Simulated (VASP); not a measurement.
A run of VASP 6.6.1 is set up as follows.

The input INCAR:

```
SYSTEM = LiH
PREC = Accurate ; ENCUT = 520
EDIFF = 1E-6 ; ISMEAR = 0
SIGMA = 0.05 ; LREAL = .False.
LASPH = .True. ; NELM = 60
ALGO = Normal ; ISIF = 2
LWAVE = .False. ; LCHARG = .True.
LELF = .True. ; LVHAR = .True.
NBANDS = 9
```

KPOINTS

```
Automatic mesh
0
Gamma
  10 10 10
  0 0 0
```

File POSCAR:

```
LiH
1.0
    0.0000000000      2.0325000000      2.1951000000
    2.0325000000      0.0000000000      2.1951000000
    2.0325000000      2.0325000000      0.0000000000
Li H
1 1
Direct
    0.0000000000      0.0000000000      0.0000000000
    0.5000000000      0.5000000000      0.5000000000
```

Potentials or basis: VASP PAW LDA potentials, release 64 (Li_sv, H).

Command:

```sh
$ cat potpaw_LDA.64/Li_sv/POTCAR potpaw_LDA.64/H/POTCAR > POTCAR
$ mpirun -np 1 vasp_std > vasp.out
```

(1) Estimate the band gap on the k mesh.

## Answers

(1) 1.93 eV, indirect (least direct gap 2.52 eV).

Caveat: the cell differs from its parent crystal (strain +0.000 along x and y, +0.080 along z).
